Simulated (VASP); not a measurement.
Cu: single point with LDA

Crystal: Cu.

```
CELL_PARAMETERS angstrom
0.00000 1.81947 1.81947
1.81947 0.00000 1.81947
1.81947 1.81947 0.00000
ATOMIC_POSITIONS crystal
Cu 0.00000 0.00000 0.00000
```

```yaml
Program: VASP 6.6.1
Task: single point
Functional: LDA
Potentials_or_basis: VASP PAW LDA potentials, release 64 (Cu)
Cutoff: 600 eV
k_mesh: 13 × 13 × 13
Occupations: fermi-dirac, width 0.05 eV
Spin: no spin polarisation
Dipole_correction: no
Further_INCAR_settings: ALGO = Normal; EDIFF = 1e-06; NBANDS = 12
```

```json
{
  "Pressure": "-14.1 GPa",
  "Band gap on the k mesh": "zero (an odd number of electrons rules out a gap without spin polarisation)"
}
```

Levels at points of the mesh, in eV from the Fermi level:
| k point | band 4 | band 5 | band 6 | band 7 | band 8 | band 9 |
| --- | --- | --- | --- | --- | --- | --- |
| (0.00, 0.00, 0.00) | -3.18 | -2.37 | -2.37 | 22.37 | 24.67 | 24.67 |

Run time: 18 s on 1 thread of Intel(R) Xeon(R) Platinum 8259CL CPU @ 2.50GHz (Skylake/Cascade Lake) (shared host), peak memory 0.13 GiB.

Caveat: the cell stands under tension.
